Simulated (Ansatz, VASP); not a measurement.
Two plane-wave programs on Zr3TiN4

```
Zr Ti N
1.0
     4.52728    0.00000    0.00000
     0.00000    4.52728    0.00000
     0.00000    0.00000    4.52728
Zr Ti N
3 1 4
Direct
  0.00000 0.00000 0.50000
  0.50000 0.00000 0.00000
  0.00000 0.50000 0.00000
  0.50000 0.50000 0.50000
  0.50000 0.50000 0.00000
  0.00000 0.50000 0.50000
  0.50000 0.00000 0.50000
  0.00000 0.00000 0.00000
```

Alike in both runs: functional PBE; k mesh 8 × 8 × 8; occupations gaussian, width 0.1 eV; no spin polarisation.

Ansatz relaxed the structure, and its values are those at the end. VASP's run is a single point on that final structure, the one shown.

|  | VASP | Ansatz |
| --- | --- | --- |
| version | VASP 6.6.1 | Ansatz 0.2.0 |
| potentials or method | VASP PAW PBE potentials, release 64 (Zr_sv, Ti_sv, N), cutoff 520 eV | scalar-relativistic, plane waves, PAW |
| valence electrons in the cell | 68 | 68 |

Ansatz gave:

```
gap on the k mesh at the Fermi level (eV) : none
pressure (GPa)                            : 0.0
```

Task: Estimate VASP's values.

Result: gap on the k mesh at the Fermi level (eV): none; pressure (GPa): 0.3.

A gap of «none» marks a metal or a gap that the smearing closes.
